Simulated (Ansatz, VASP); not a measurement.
# Te in VASP and in Ansatz

The input INCAR:

```
  ALGO = Normal
  EDIFF = 1E-6
  ENCUT = 520
  GGA = PE
  ISIF = 2
  ISMEAR = -1
  LASPH = T
  LCHARG = F
  LREAL = F
  LWAVE = F
  NBANDS = 9
  NELM = 60
  PREC = Accurate
  SIGMA = 0.05
```

File KPOINTS:

```
k-points
0
Gamma
  14 14 14
```

POSCAR

```
Te
1.0
   -1.5291160573      1.5291160573      1.5291160573
    1.5291160573     -1.5291160573      1.5291160573
    1.5291160573      1.5291160573     -1.5291160573
Te
1
Direct
    0.0000000000      0.0000000000      0.0000000000
```

Input for Ansatz:

```yaml
crystal:
  lattice:
    - [-1.5291160573, 1.5291160573, 1.5291160573]
    - [1.5291160573, -1.5291160573, 1.5291160573]
    - [1.5291160573, 1.5291160573, -1.5291160573]
  atoms:
    - { symbol: Te, position: [0.0, 0.0, 0.0] }
kpoints:
  mp_grid: { grid: [14, 14, 14] }
scf:
  occupations: { method: fermi_dirac, width: 0.05 }
hamiltonian:
  xc: pbe
  pseudopotentials: { kind: all_electron, lapw: { basis_error: 0.001 } }
output:
  forces: true
  stress: true
  eigenvalues: true
  populations: true
```

Change from the starting cell: volume scaled by 0.5, LAPW.

Alike in both runs: task single point; functional PBE; k mesh 14 × 14 × 14; occupations fermi-dirac, width 0.05 eV; no spin polarisation.

```csv
,VASP,Ansatz
version,VASP 6.6.1,Ansatz 0.2.0
potentials or method,"VASP PAW PBE potentials, release 64 (Te), cutoff 520 eV","all-electron LAPW, scalar-relativistic"
```

VASP gave:

```
pressure (GPa) : 190.1
```

Task: What did Ansatz give for the same quantities?

Result: Pressure (GPa): 188.0.

Both programs put the cell under a high pressure, so it lies far from rest at this level. Ansatz ran all-electron here, and VASP with PAW potentials.

Spin-orbit coupling is off throughout. Noted on VASP's run: the cell as given lies far from equilibrium.
